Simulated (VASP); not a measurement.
# Ti (Cmme) in VASP: a series of runs

Runs on Ti. Level: PBEsol. Tasks: single point.

Program: VASP 6.6.1. These are calculated values, not measurements. Logs are shortened: lines on timing, memory, paths and dates and some standing lists are left out, and cuts for length are marked.

### Step 1. The cell of the first run

The structure is orthorhombic, space group Cmme (No. 67). Conventional cell: a = 3.282 Å, b = 4.641 Å, c = 9.783 Å, α = 90.00°, β = 90.00°, γ = 90.00°. Within 3.7 Å of Ti (site symmetry mm2) lie 14 Ti at 2.84 to 3.65 Å. Ti (site symmetry mm2) has 14 Ti at 2.84 to 3.28 Å within 3.7 Å.

### Step 2. Single point, PBEsol (the distance across one plane changed)

The input, INCAR:

```
SYSTEM = Ti
  ALGO = Fast
  EDIFF = 1E-7
  ENCUT = 520
  GGA = PS
  ISIF = 2
  ISMEAR = 0
  LASPH = .True.
  LCHARG = .False.
  LREAL = .False.
  LWAVE = .False.
  NBANDS = 32
  NELM = 100
  PREC = Accurate
  SIGMA = 0.15
```

The input, KPOINTS:

```
k-points
0
Gamma
  17 17 5
  0 0 0
```

The input, POSCAR:

```
Ti
1.0
   -1.6410000000      1.6410000000     -1.6410000000
   -1.6410000000     -1.6410000000      1.6410000000
    0.0000000000      6.9175533906      6.9175533906
Ti
4
Direct
    0.0000000000      0.0000000000      0.8302790995
    0.5000000000      0.5000000000      0.1186112999
    0.0000000000      0.0000000000      0.3558338998
    0.5000000000      0.5000000000      0.5930564997
```

Potentials or basis: VASP PAW PBE potentials, release 64 (Ti_sv).

Command:

```sh
> cat potpaw_PBE.64/Ti_sv/POTCAR > POTCAR
> mpirun -np 1 vasp_std > vasp.out
```

OUTCAR:

```text
SYSTEM = Ti
   EDIFF = 1E-7
   ENCUT = 520
   GGA = PS
   ISIF = 2
   ISMEAR = 0
   LASPH = .True.
   LREAL = .False.
   NELM = 100
   PREC = Accurate

 ion  position               nearest neighbor table
   1  0.000  0.000  0.830-   4 2.84   4 2.84
   2  0.500  0.500  0.119-   3 2.84   3 2.84
   3  0.000  0.000  0.356-   2 2.84   2 2.84   4 2.84   4 2.84
   4  0.500  0.500  0.593-   1 2.84   1 2.84   3 2.84   3 2.84

  LATTYP: Found a base centered orthorhombic cell.
 ALAT       =     3.2820000000
 B/A-ratio  =     1.4142135624
 C/A-ratio  =     2.9807732552

  Lattice vectors:

 A1 = (  -1.6410000000,   1.6410000000,  -1.6410000000)
 A2 = (  -1.6410000000,  -1.6410000000,   1.6410000000)
 A3 = (   0.0000000000,   6.9175533906,   6.9175533906)

Analysis of symmetry for initial positions (statically):
=====================================================================
 Subroutine PRICEL returns:
 Original cell was already a primitive cell.

 Routine SETGRP: Setting up the symmetry group for a
 base centered orthorhombic supercell.

 Subroutine GETGRP returns: Found  8 space group operations
 (whereof  4 operations were pure point group operations)
 out of a pool of  8 trial point group operations.

The static configuration has the point symmetry C_2v.
 The point group associated with its full space group is D_2h.

Analysis of symmetry for dynamics (positions and initial velocities):
=====================================================================
 Subroutine PRICEL returns:
 Original cell was already a primitive cell.

 Routine SETGRP: Setting up the symmetry group for a
 base centered orthorhombic supercell.

 Subroutine GETGRP returns: Found  8 space group operations
 (whereof  4 operations were pure point group operations)
 out of a pool of  8 trial point group operations.

The dynamic configuration has the point symmetry C_2v.
 The point group associated with its full space group is D_2h.

 Subroutine INISYM returns: Found  8 space group operations
 (whereof  4 operations are pure point group operations),
 and found     1 'primitive' translations

----------------------------------------------------------------------------------------

[... 93 lines left out ...]
   LASPH  =      T    aspherical Exc in radial PAW
   ENCUT  =  520.0 eV  38.22 Ry    6.18 a.u.   5.28  5.28 18.19*2*pi/ulx,y,z
   NELM   =    100;   NELMIN=  2; NELMDL= -5     # of ELM steps
   EDIFF  = 0.1E-06   stopping-criterion for ELM
   LREAL  =      F    real-space projection
   EDIFFG = 0.1E-05   stopping-criterion for IOM
   NSW    =      0    number of steps for IOM
   IBRION =     -1    ionic relax: 0-MD 1-quasi-New 2-CG
   NFREE  =      0    steps in history (QN), initial steepest desc. (CG)
   ISIF   =      2    stress and relaxation
   ISYM   =      2    0-nonsym 1-usesym 2-fastsym
   POTIM  = 0.5000    time-step for ionic-motion
   TEBEG  =    0.0;   TEEND  =   0.0 temperature during run
   PSTRESS=    0.0 pullay stress
   NELECT =      48.0000    total number of electrons
   NUPDOWN=      -1.0000    fix difference up-down
   EMIN   =  10.00;   EMAX   =-10.00  energy-range for DOS
   EFERMI =   0.00;   METHOD = LEGACY
   ISMEAR =     0;   SIGMA  =   0.15  broadening in eV -4-tet -1-fermi 0-gaus
   EFERMI_NEDOS =   21; number of points for ismear=-14 and -15
   IALGO  =     68    algorithm
   IMIX   =      4    mixing-type and parameters
     AMIX     =   0.40;   BMIX     =  1.00
     AMIX_MAG =   1.60;   BMIX_MAG =  1.00
  volume/ion in A,a.u.               =      18.63       125.71
  Fermi-wavevector in a.u.,A,eV,Ry     =   1.413878  2.671843 27.198750  1.999052
  Thomas-Fermi vector in A             =   2.535478
   LORBIT       =      0    0 simple, 1 ext, 2 COOP (PROOUT), +10 PAW based schemes
   GGA     = PS    functional components
   LHFCALC =     F    Hartree Fock is set to
   AEXX    =    0.0000 exact exchange contribution
   IVDW    =     0    specifies the selected vdW correction
   LEPSILON=     F    determine dielectric tensor
   LRPA    =     F    only Hartree local field effects (RPA)
 non-spin polarized calculation
 RMM-DIIS sequential band-by-band and
 Gauss-broadening in eV      SIGMA  =   0.15
  energy-cutoff  :      520.00
  volume of cell :       74.51
 maximum number of plane-waves:      2025
 NGX is ok and might be reduce to    24
   NGX = 11   NGY = 11   NGZ = 37

 number of electron      47.9999997 magnetization

 Free energy of the ion-electron system (eV)
  ---------------------------------------------------
  ext. energy  EPLUGINS =         0.00000000
  ---------------------------------------------------
  free energy    TOTEN  =       -32.60457980 eV

  energy without entropy =      -32.49752218  energy(sigma->0) =      -32.55105099

 E-fermi :   7.2508     XC(G=0): -11.2809

 val. band max:        7.2482635099   @ k =   0.2353   0.2353   0.0000
 cond. band min:       7.2511950406   @ k =  -0.3529   0.0588   0.0000
 fundamental gap:      0.0029315307
 Fermi energy:         7.2508158667

 k-point     1 :       0.0000    0.0000    0.0000
  band No.  band energies     occupation
      1     -49.2307      2.00000
      2     -49.2180      2.00000
      3     -49.0453      2.00000
      4     -48.9839      2.00000
      5     -25.7393      2.00000
      6     -25.5875      2.00000
[... 829 lines left out ...]
     31       9.2435      0.00000
     32       9.3701      0.00000

 [... further k-points ...]

------------------------ aborting loop because EDIFF is reached ----------------------------------------

  FORCE on cell =-STRESS in cart. coord.  units (eV):
  Direction    XX          YY          ZZ          XY          YZ          ZX
  --------------------------------------------------------------------------------------
  -------------------------------------------------------------------------------------
  Total       -4.4009216     -4.8357126     -4.8357126      0.0000000     -0.5909303      0.0000000
  in kB      -94.6290629   -103.9779826   -103.9779826      0.0000000    -12.7062433      0.0000000
  external PRESSURE =    -100.8616760 kB  Pullay stress =       0.0000000 kB

 VOLUME and BASIS-vectors are now :
 -----------------------------------------------------------------------------
  energy-cutoff  :      520.00
  volume of cell :       74.51
      direct lattice vectors                 reciprocal lattice vectors
    -1.641000000  1.641000000 -1.641000000    -0.304692261  0.152346130 -0.152346130
    -1.641000000 -1.641000000  1.641000000    -0.304692261 -0.152346130  0.152346130
     0.000000000  6.917553391  6.917553391     0.000000000  0.072279890  0.072279890

 POSITION                                       TOTAL-FORCE (eV/Angst)
 -----------------------------------------------------------------------------------
      0.00000      5.74350      5.74350        -0.000000      0.151724      0.151724
     -1.64100      0.82050      0.82050         0.000000     -0.151724     -0.151724
      0.00000      2.46150      2.46150        -0.000000     -0.193390     -0.193390
     -1.64100      4.10250      4.10250        -0.000000      0.193390      0.193390
 -----------------------------------------------------------------------------------
    total drift:                               -0.000000     -0.000045     -0.000045

  FREE ENERGIE OF THE ION-ELECTRON SYSTEM (eV)
  ---------------------------------------------------
  free  energy   TOTEN  =       -32.6045797998 eV

  energy  without entropy=      -32.4975221793  energy(sigma->0) =      -32.55105099
```

OSZICAR:

```text
N       E                     dE             d eps       ncg     rms          rms(c)
DAV:   1     0.624265048169E+03    0.62427E+03   -0.24586E+04 15584   0.186E+03
DAV:   2     0.414761017621E+02   -0.58279E+03   -0.56913E+03 15728   0.560E+02
DAV:   3    -0.299519961281E+02   -0.71428E+02   -0.68717E+02 25384   0.166E+02
[... 50 lines left out ...]
RMM:  54    -0.326045794272E+02   -0.13762E-06   -0.16811E-06 18912   0.508E-03    0.782E-03
RMM:  55    -0.326045795393E+02   -0.11210E-06   -0.14820E-06 19619   0.489E-03    0.807E-03
RMM:  56    -0.326045796588E+02   -0.11953E-06   -0.13523E-06 20589   0.508E-03    0.922E-03
RMM:  57    -0.326045797342E+02   -0.75391E-07   -0.11021E-06 17963   0.437E-03    0.928E-03
RMM:  58    -0.326045797998E+02   -0.65620E-07   -0.95706E-07 17121   0.408E-03
   1 F= -.32604580E+02 E0= -.32551051E+02  d E =-.107058E+00
```

Wall time 20 min (1 thread of Intel Xeon 6975P-C (Granite Rapids), shared host); peak memory 0.51 GiB.

Results:

| Item | Value |
| --- | --- |
| Free energy | -32.6046 eV |
| Pressure | -10.1 GPa |
| Largest force | 0.273 eV/Å |
| Band gap on the k mesh | zero (bands 24 and 25 overlap by 1.12 eV) |

Forces on the atoms (eV/Å):
```
Ti   0.000  0.152  0.152
Ti   0.000 -0.152 -0.152
Ti   0.000 -0.193 -0.193
Ti   0.000  0.193  0.193
```

Levels at points of the mesh, in eV from the Fermi level:
```csv
k point,band 21,band 22,band 23,band 24,band 25,band 26,band 27,band 28
"(0.00, 0.00, 0.00)",-0.33,-0.32,0.05,0.31,0.55,0.79,0.84,0.95
```

Caveat: the cell differs from its parent crystal (the distance across one plane changed); the cell stands under tension; the PAW data sets were made with another functional, which shifts forces and pressure a little.

(Continued in part 2 of 2.)
